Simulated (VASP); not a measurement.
Wanted: the native input for a VASP 6.6.1 run.

| Item | Value |
| --- | --- |
| Task | single point |
| Functional | PBE |
| Potentials or basis | VASP PAW PBE potentials, release 64 (Ga_d, N, H) |
| Cutoff | 520 eV |
| k mesh | 3 × 3 × 3 |
| Occupations | gaussian, width 0.02 eV |
| Spin | collinear spin |
| Starting moments | [0.0, 0.0, 0.0, 0.0, 0.0, 0.0, 0.0, 0.0, 0.0, 0.0, 0.0, 0.0, 0.0, 0.0, 0.0, 0.0, 0.41] μB |
| Dipole correction | no |
| Further INCAR settings | LREAL = Auto; ALGO = Normal; EDIFF = 1e-07; NBANDS = 90 |

The structure of Ga8HN8 (a cell with a defect) lies in POSCAR:

```
Ga8HN8
1.0
    0.0000000000      4.5484769755     -4.5484769755
    4.5484769755      4.5484769755      0.0000000000
    4.5484769755      0.0000000000     -4.5484769755
Ga N H
8 8 1
Direct
    0.0069204484     -0.0055591136      0.5014989660
    0.0051210548      0.4964173749      0.5027067329
    0.5079625581     -0.0043069362      0.5079280411
    0.5030889487      0.4978274073      0.5030544317
    0.0050277269     -0.0054063152      1.0049932152
    0.0024508204      0.4961943332      1.0024163087
    0.5015335930     -0.0055590036      1.0068858268
    0.5027416897      0.4964171551      1.0050863233
    0.1275406038      0.1215443110      0.1275060868
    0.1277699114      0.6212392665      0.1277351745
    0.6209547757      0.1155368056      0.1394520635
    0.6279829524      0.6203713936      0.1288312556
    0.1394866905      0.1155366957      0.6209201487
    0.1288658826      0.6203715035      0.6279483254
    0.6313782647      0.1221335192      0.6313437477
    0.6252829277      0.6269652491      0.6252484107
    0.8113766476      0.2791242007      0.8113412511
```

The input as run:

INCAR

```
PREC     = Accurate       # precision mode
ENCUT    = 520            # plane-wave cutoff, eV
EDIFF    = 1E-7           # SCF threshold, eV
ISMEAR   = 0              # smearing method
SIGMA    = 0.02           # smearing width, eV
LREAL    = Auto         
LASPH    = True           # aspherical terms in the spheres
NELM     = 150            # most SCF steps
ALGO     = Normal         # electronic algorithm
ISIF     = 2              # what is computed and relaxed
LWAVE    = False          # write WAVECAR
LCHARG   = False          # write CHGCAR
ISPIN    = 2              # spin polarisation
MAGMOM   = 0 0 0 0 0 0 0 0 0 0 0 0 0 0 0 0 0.41 # initial moments
LORBIT   = 11             # projections on sites
GGA      = PE             # functional
NBANDS   = 90             # bands
```

KPOINTS

```
Automatic mesh
0
Gamma
  3 3 3
```

Potentials or basis: VASP PAW PBE potentials, release 64 (Ga_d, N, H).

Command:

```console
$ cat potpaw_PBE.64/Ga_d/POTCAR potpaw_PBE.64/N/POTCAR potpaw_PBE.64/H/POTCAR > POTCAR
$ mpirun -np 1 vasp_std > vasp.out
```

Results of the run:

The pressure is 4.0 GPa. The largest force is 0.417 eV/Å. The net moment is 0.63 μB per cell, the site moments are Ga +0.00, +0.05 (each value once); N +0.00, -0.00, +0.08, +0.06 (each value once); H +0.15 μB and the valence electrons inside the program's atomic spheres are Ga 11.82, 11.80, 11.89, 11.81 (each value once); N 3.73, 3.72, 3.71 (each value once); H 0.50.

Caveat: the k points lie up to 0.40 Å⁻¹ apart.

It took 26 min on 1 thread of Intel Xeon 8259CL, on a shared host, peak memory 0.54 GiB.
